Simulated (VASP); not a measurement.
Wanted: the native input for a VASP 6.6.1 run.

```yaml
Task: single point
Functional: PBE
Potentials_or_basis: VASP PAW PBE potentials, release 64 (Mo_sv)
Cutoff: 500 eV
k_mesh: 18 × 18 × 18
Occupations: gaussian, width 0.1 eV
Spin: no spin polarisation
Dipole_correction: no
Further_INCAR_settings: ALGO = Normal; EDIFF = 1e-06; NBANDS = 13
```

The structure of Mo lies in POSCAR:

```
Mo
1.0
   -1.6112132688      1.6112132688      1.6112132688
    1.6112132688     -1.6112132688      1.6112132688
    1.6112132688      1.6112132688     -1.6112132688
Mo
1
Direct
    0.0000000000      0.0000000000      0.0000000000
```

This cell differs from its parent crystal: volume scaled by 1.06.

These files were run (other wordings do the same):

INCAR

```
ALGO     = Normal         # electronic algorithm
EDIFF    = 1E-6           # SCF threshold, eV
ENCUT    = 500            # plane-wave cutoff, eV
GGA      = PE             # functional
GGA_COMPAT= False        
ISIF     = 2              # what is computed and relaxed
ISMEAR   = 0              # smearing method
LASPH    = True           # aspherical terms in the spheres
LCHARG   = True           # write CHGCAR
LELF     = True           # ELF
LREAL    = False          # projectors in reciprocal space
LVHAR    = True         
LWAVE    = False          # write WAVECAR
NBANDS   = 13             # bands
NELM     = 120            # most SCF steps
PREC     = Accurate       # precision mode
SIGMA    = 0.1            # smearing width, eV
```

KPOINTS

```
k-points
0
Gamma
  18 18 18
```

Potentials or basis: VASP PAW PBE potentials, release 64 (Mo_sv).

Launch:

```console
$ cat potpaw_PBE.64/Mo_sv/POTCAR > POTCAR
$ mpirun -np 1 vasp_std > vasp.out
```

Results of the run:

```
Pressure               : -12.9 GPa
Band gap on the k mesh : zero (band 7 reaches 15.13 eV, above the bottom of band 8 at 10.29 eV)
```

Wall time 16 s on 1 thread of Intel Xeon 6975P-C, on a shared host, peak memory 0.15 GiB.
